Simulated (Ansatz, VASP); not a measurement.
## One calculation of CaO, two programs

```xyz
4
Lattice="3.3120 0.0000 0.0000 -1.6560 2.8683 0.0000 0.0000 0.0000 5.8080" Properties=species:S:1:pos:R:3 pbc="T T T"
Ca    0.0000    0.0000    0.0000
Ca    0.0000    0.0000    2.9040
O     0.0000    1.9122    1.4520
O     1.6560    0.9561    4.3560
```

Alike in both runs: task single point; functional PBE; k mesh 9 × 9 × 4; no spin polarisation.

|  | VASP | Ansatz |
| --- | --- | --- |
| version | VASP 6.6.1 | Ansatz 0.2.0 |
| potentials or method | VASP PAW PBE potentials, release 64 (Ca_sv, O) | plane waves, PAW |
| plane-wave cutoff (eV) | 520 | 420 |
| occupations | gaussian, width 0.01 eV | fixed |
| valence electrons in the cell | 32 | 32 |

VASP gave:

```
gap on the k mesh at the Fermi level (eV)                     : 3.83
pressure (GPa)                                                : 3.9
traceless stress, the component that is largest in VASP (GPa) : 0.31
```

Q: Estimate Ansatz's values.

A: gap on the k mesh at the Fermi level (eV): 3.85; pressure (GPa): 3.3; traceless stress, the component that is largest in VASP (GPa): 0.20.
